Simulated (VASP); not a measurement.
# HfS2 (P-3m1) in VASP: notebook

The runs below take HfS2 through single point, with HSE06, r2SCAN.

Program: VASP 6.6.1. These are calculated values, not measurements. Logs are shortened: lines on timing, memory, paths and dates and some standing lists are left out, and cuts for length are marked.

### Step 1. The cell of the first run

Symmetry: P-3m1, No. 164, trigonal system. Conventional cell: a = 3.594 Å, b = 3.594 Å, c = 5.908 Å, α = 90.00°, β = 90.00°, γ = 120.00°. Within 3.3 Å of Hf (site symmetry -3m) lie 6 S at 2.53 Å. S (site symmetry 3m) has 3 Hf at 2.53 Å within 3.3 Å.

### Step 2. Single point, HSE06 (epitaxial xy strain -1.0%)

Contents of POSCAR:

```
HfS2
1.0
    3.5939929989      0.0000000000      0.0000000000
   -1.7969964994      3.1124892381      0.0000000000
    0.0000000000      0.0000000000      5.9077499414
Hf S
1 2
Direct
    0.0000000000      0.0000000000      0.0000000000
    0.3333333333      0.6666666667      0.2461223942
    0.6666666667      0.3333333333      0.7538776058
```

Contents of INCAR.step1:

```
ALGO     = Normal         # electronic algorithm
EDIFF    = 1E-5           # SCF threshold, eV
ENCUT    = 400            # plane-wave cutoff, eV
GGA      = PE             # functional
GGA_COMPAT= False        
ISIF     = 2              # what is computed and relaxed
ISMEAR   = 0              # smearing method
LASPH    = True           # aspherical terms in the spheres
LREAL    = False          # projectors in reciprocal space
LWAVE    = True           # write WAVECAR
NBANDS   = 18             # bands
NELM     = 120            # most SCF steps
PREC     = Accurate       # precision mode
SIGMA    = 0.01           # smearing width, eV
```

Contents of INCAR.step2:

```
ALGO     = Normal         # electronic algorithm
EDIFF    = 1E-6           # SCF threshold, eV
ENCUT    = 400            # plane-wave cutoff, eV
GGA      = PE             # functional
GGA_COMPAT= False        
HFSCREEN = 0.2079         # screening, 1/A
ISIF     = 2              # what is computed and relaxed
ISMEAR   = 0              # smearing method
ISTART   = 1            
LASPH    = True           # aspherical terms in the spheres
LCHARG   = True           # write CHGCAR
LELF     = True           # ELF
LHFCALC  = True           # exact exchange
LREAL    = False          # projectors in reciprocal space
LVHAR    = True         
LWAVE    = False          # write WAVECAR
NBANDS   = 18             # bands
NELM     = 120            # most SCF steps
PREC     = Accurate       # precision mode
PRECFOCK = Normal       
SIGMA    = 0.01           # smearing width, eV
```

Contents of KPOINTS:

```
k-points
0
Gamma
  6 6 4
```

Potentials or basis: VASP PAW PBE potentials, release 64 (Hf_pv, S).

On the command line:

```bash
$ cat potpaw_PBE.64/Hf_pv/POTCAR potpaw_PBE.64/S/POTCAR > POTCAR
$ cp INCAR.step1 INCAR
$ mpirun -np 1 vasp_std > vasp.out
$ cp INCAR.step2 INCAR
$ mpirun -np 1 vasp_std > vasp.out
```

OUTCAR:

```text
EDIFF = 1E-6
   ENCUT = 400
   GGA = PE
   HFSCREEN = 0.2079
   ISIF = 2
   ISMEAR = 0
   ISTART = 1
   LASPH = True
   LHFCALC = True
   LREAL = False
   NELM = 120
   PREC = Accurate
   PRECFOCK = Normal

 ion  position               nearest neighbor table
   1  0.000  0.000  0.000-   2 2.53   3 2.53   3 2.53   2 2.53   3 2.53   2 2.53
   2  0.333  0.667  0.246-   1 2.53   1 2.53   1 2.53
   3  0.667  0.333  0.754-   1 2.53   1 2.53   1 2.53

  LATTYP: Found a hexagonal cell.
 ALAT       =     3.5939929989
 C/A-ratio  =     1.6437844880

  Lattice vectors:

 A1 = (   3.5939929989,   0.0000000000,   0.0000000000)
 A2 = (  -1.7969964994,   3.1124892381,   0.0000000000)
 A3 = (   0.0000000000,   0.0000000000,   5.9077499414)

Analysis of symmetry for initial positions (statically):
=====================================================================
 Subroutine PRICEL returns:
 Original cell was already a primitive cell.

 Routine SETGRP: Setting up the symmetry group for a
 hexagonal supercell.

 Subroutine GETGRP returns: Found 12 space group operations
 (whereof 12 operations were pure point group operations)
 out of a pool of 24 trial point group operations.

The static configuration has the point symmetry D_3d.

Analysis of symmetry for dynamics (positions and initial velocities):
=====================================================================
 Subroutine PRICEL returns:
 Original cell was already a primitive cell.

 Routine SETGRP: Setting up the symmetry group for a
 hexagonal supercell.

 Subroutine GETGRP returns: Found 12 space group operations
 (whereof 12 operations were pure point group operations)
 out of a pool of 24 trial point group operations.

The dynamic configuration has the point symmetry D_3d.

 Subroutine INISYM returns: Found 12 space group operations
 (whereof 12 operations are pure point group operations),
 and found     1 'primitive' translations

----------------------------------------------------------------------------------------

                                     Primitive cell

  volume of cell :      66.0857

  direct lattice vectors                    reciprocal lattice vectors
[... 90 lines left out ...]
   EDIFFG = 0.1E-04   stopping-criterion for IOM
   NSW    =      0    number of steps for IOM
   IBRION =     -1    ionic relax: 0-MD 1-quasi-New 2-CG
   NFREE  =      0    steps in history (QN), initial steepest desc. (CG)
   ISIF   =      2    stress and relaxation
   ISYM   =      3    0-nonsym 1-usesym 2-fastsym
   POTIM  = 0.5000    time-step for ionic-motion
   TEBEG  =    0.0;   TEEND  =   0.0 temperature during run
   PSTRESS=    0.0 pullay stress
   NELECT =      22.0000    total number of electrons
   NUPDOWN=      -1.0000    fix difference up-down
   EMIN   =  10.00;   EMAX   =-10.00  energy-range for DOS
   EFERMI =   0.00;   METHOD = LEGACY
   ISMEAR =     0;   SIGMA  =   0.01  broadening in eV -4-tet -1-fermi 0-gaus
   EFERMI_NEDOS =   21; number of points for ismear=-14 and -15
   IALGO  =     38    algorithm
   IMIX   =      1    mixing-type and parameters
     AMIX     =   0.40;   BMIX     =  1.00
     AMIX_MAG =   1.60;   BMIX_MAG =  1.00
  volume/ion in A,a.u.               =      22.03       148.66
  Fermi-wavevector in a.u.,A,eV,Ry     =   1.134610  2.144102 17.515326  1.287340
  Thomas-Fermi vector in A             =   2.271314
   LORBIT       =      0    0 simple, 1 ext, 2 COOP (PROOUT), +10 PAW based schemes
   GGA     = PE    functional components
   LHFCALC =     T    Hartree Fock is set to
   PRECFOCK=normal    Normal, Fast or Accurate (Low or Medium for compatibility)
   ENCUT4O =  -1.0   cutoff for four orbital integrals eV
   NKREDX  =     1    reduce k-point grid by
   NKREDY  =     1    reduce k-point grid by
   NKREDZ  =     1    reduce k-point grid by
   AEXX    =    0.2500 exact exchange contribution
   HFSCREEN=    0.2079 screening length (either q_TF or 0.3 A-1)
   HFSCREENC=   0.2079 screening length for correlation (either q_TF or 0.3 A-1)
   ENCUTFOCK=  -1.0 apply spherical cutoff to Coloumb kernel
   IVDW    =     0    specifies the selected vdW correction
   LEPSILON=     F    determine dielectric tensor
   LRPA    =     F    only Hartree local field effects (RPA)
 non-spin polarized calculation
 Gauss-broadening in eV      SIGMA  =   0.01
  energy-cutoff  :      400.00
  volume of cell :       66.09
 maximum number of plane-waves:      1224
  NGX = 18; NGY = 18; NGZ = 30

 number of electron      22.0000003 magnetization

 Free energy of the ion-electron system (eV)
  ---------------------------------------------------
  ext. energy  EPLUGINS =         0.00000000
  ---------------------------------------------------
  free energy    TOTEN  =       -26.92618691 eV

  energy without entropy =      -26.92618691  energy(sigma->0) =      -26.92618691

 E-fermi :   2.8758     XC(G=0):  -8.0569

 val. band max:        2.8240917209   @ k =   0.0000   0.0000   0.0000
 cond. band min:       4.6258464206   @ k =   0.5000  -0.0000   0.5000
 fundamental gap:      1.8017546998
 Fermi energy:         2.8758104164

 k-point     1 :       0.0000    0.0000    0.0000
  band No.  band energies     occupation
      1     -29.9162      2.00000
      2     -29.7739      2.00000
      3     -29.7739      2.00000
      4     -11.7117      2.00000
      5      -9.7963      2.00000
      6      -2.5104      2.00000
[... 481 lines left out ...]
      5      -9.9078      2.00000
      6      -1.2986      2.00000
[... 10 lines left out ...]
     17      12.2709      0.00000
     18      13.0116      0.00000

------------------------ aborting loop because EDIFF is reached ----------------------------------------

  FORCE on cell =-STRESS in cart. coord.  units (eV):
  Direction    XX          YY          ZZ          XY          YZ          ZX
  --------------------------------------------------------------------------------------
  -------------------------------------------------------------------------------------
  Total        0.6448834      0.6448834      0.1483968      0.0000000      0.0000000     -0.0000000
  in kB       15.6345212     15.6345212      3.5977253      0.0000000      0.0000000     -0.0000000
  external PRESSURE =      11.6222559 kB  Pullay stress =       0.0000000 kB

 VOLUME and BASIS-vectors are now :
 -----------------------------------------------------------------------------
  energy-cutoff  :      400.00
  volume of cell :       66.09
      direct lattice vectors                 reciprocal lattice vectors
     3.593992999  0.000000000  0.000000000     0.278242056  0.160643126  0.000000000
    -1.796996499  3.112489238  0.000000000     0.000000000  0.321286251  0.000000000
     0.000000000  0.000000000  5.907749941     0.000000000  0.000000000  0.169269182

 POSITION                                       TOTAL-FORCE (eV/Angst)
 -----------------------------------------------------------------------------------
      0.00000      0.00000      0.00000         0.000000     -0.000000      0.000000
     -0.00000      2.07499      1.45403        -0.000000      0.000000     -0.201118
      1.79700      1.03750      4.45372         0.000000      0.000000      0.201118
 -----------------------------------------------------------------------------------
    total drift:                                0.000000     -0.000000     -0.000006

  FREE ENERGIE OF THE ION-ELECTRON SYSTEM (eV)
  ---------------------------------------------------
  free  energy   TOTEN  =       -26.9261869114 eV

  energy  without entropy=      -26.9261869114  energy(sigma->0) =      -26.92618691
```

OUTCAR.step1:

```text
EDIFF = 1E-5
   ENCUT = 400
   GGA = PE
   ISIF = 2
[... 728 lines left out ...]
      0.00000      0.00000      0.00000         0.000000      0.000000      0.000000
     -0.00000      2.07499      1.45403        -0.000000      0.000000      0.059588
      1.79700      1.03750      4.45372         0.000000     -0.000000     -0.059588
 -----------------------------------------------------------------------------------
    total drift:                               -0.000000      0.000000     -0.000000

  FREE ENERGIE OF THE ION-ELECTRON SYSTEM (eV)
  ---------------------------------------------------
  free  energy   TOTEN  =       -22.8675577566 eV

  energy  without entropy=      -22.8675577566  energy(sigma->0) =      -22.86755776
```

Wall time 33 min (1 thread of Intel Xeon Platinum 8559C (Emerald Rapids), shared host); peak memory 0.29 GiB.

What came out:

| Quantity | Value |
| --- | --- |
| Free energy | -26.9262 eV |
| Pressure | 1.2 GPa |
| Largest force | 0.201 eV/Å |
| Band gap on the k mesh | 1.80 eV (least direct gap 2.78 eV) |

Forces on the atoms (eV/Å):
```
Hf   0.000  0.000  0.000
S    0.000  0.000 -0.201
S    0.000  0.000  0.201
```

Caveat: the cell differs from its parent crystal (epitaxial xy strain -1.0%); the PAW data sets were made with another functional, which shifts forces and pressure a little; spin-orbit coupling is left out, which moves the levels of the heavy elements; this functional lacks dispersion, which binds layers or chains, so the pressure and a relaxed spacing across them are unreliable. A k mesh can miss the band edges.

### Step 3. Single point, HSE06 (epitaxial xy strain +3.0%)

Contents of POSCAR:

```
HfS2
1.0
    3.7392048372      0.0000000000      0.0000000000
   -1.8696024186      3.2382463790      0.0000000000
    0.0000000000      0.0000000000      5.7901827784
Hf S
1 2
Direct
    0.0000000000      0.0000000000      0.0000000000
    0.3333333333      0.6666666667      0.2397385716
    0.6666666667      0.3333333333      0.7602614284
```

Contents of INCAR.step1:

```
SYSTEM = HfS2
PREC = Accurate
ENCUT = 400
EDIFF = 1E-5
ISMEAR = 0
SIGMA = 0.01
LREAL = .FALSE.
LASPH = .TRUE.
NELM = 120
ALGO = Normal
ISIF = 2
LWAVE = .TRUE.
LCHARG = .FALSE.
NBANDS = 18
GGA = PE
GGA_COMPAT = .FALSE.
```

Contents of INCAR.step2:

```
SYSTEM = HfS2
PREC = Accurate
ENCUT = 400
EDIFF = 1E-6
ISMEAR = 0
SIGMA = 0.01
LREAL = .FALSE.
LASPH = .TRUE.
NELM = 120
ALGO = Normal
ISIF = 2
LWAVE = .FALSE.
LCHARG = .FALSE.
GGA = PE
LHFCALC = .TRUE.
HFSCREEN = 0.2079
PRECFOCK = Normal
NBANDS = 18
ISTART = 1
GGA_COMPAT = .FALSE.
```

Contents of KPOINTS:

```
regular mesh
0
G
  6 6 4
  0 0 0
```

Potentials or basis: VASP PAW PBE potentials, release 64 (Hf_pv, S).

On the command line:

```bash
$ cat potpaw_PBE.64/Hf_pv/POTCAR potpaw_PBE.64/S/POTCAR > POTCAR
$ cp INCAR.step1 INCAR
$ mpirun -np 1 vasp_std > vasp.out
$ cp INCAR.step2 INCAR
$ mpirun -np 1 vasp_std > vasp.out
```

Run time: 1.8 h. Hardware: 1 thread of Intel Xeon 8259CL, shared host; peak memory 0.29 GiB.

Results (log left out):

```yaml
Free_energy: -26.8753 eV
Pressure: -3.2 GPa
Largest_force: 0.194 eV/Å
Band_gap_on_the_k_mesh: 1.98 eV (least direct gap 2.62 eV)
```

Forces on the atoms (eV/Å):
```
Hf   0.000  0.000  0.000
S    0.000  0.000 -0.194
S    0.000  0.000  0.194
```

Stress tensor (GPa, compression positive):
```
-5.01  0.00  0.00
 0.00 -5.01  0.00
 0.00  0.00  0.45
```

Levels at points of the mesh, in eV from the valence-band top:
| k point | band 7 | band 8 | band 9 | band 10 | band 11 | band 12 | band 13 | band 14 | band 15 | band 16 |
| --- | --- | --- | --- | --- | --- | --- | --- | --- | --- | --- |
| (0.00, 0.00, 0.00) | -3.42 | -3.42 | -0.40 | -0.40 | 0.00 | 2.62 | 2.62 | 3.56 | 6.27 | 6.29 |
| (0.50, 0.00, 0.00) | -3.22 | -2.90 | -2.64 | -2.17 | -1.83 | 2.01 | 4.42 | 4.59 | 7.24 | 7.25 |
| (0.00, 0.00, 0.50) | -3.37 | -3.37 | -1.88 | -0.54 | -0.54 | 2.57 | 2.57 | 3.63 | 6.78 | 6.78 |
| (0.50, 0.00, 0.50) | -3.90 | -3.08 | -2.46 | -1.57 | -1.03 | 1.98 | 4.50 | 4.56 | 6.59 | 6.69 |

Caveat: the cell differs from its parent crystal (epitaxial xy strain +3.0%); the stress differs along the axes, from -5 to 0 GPa; the PAW data sets were made with another functional, which shifts forces and pressure a little; spin-orbit coupling is left out, which moves the levels of the heavy elements; this functional lacks dispersion, which binds layers or chains, so the pressure and a relaxed spacing across them are unreliable.

[end of part 1 of 2]
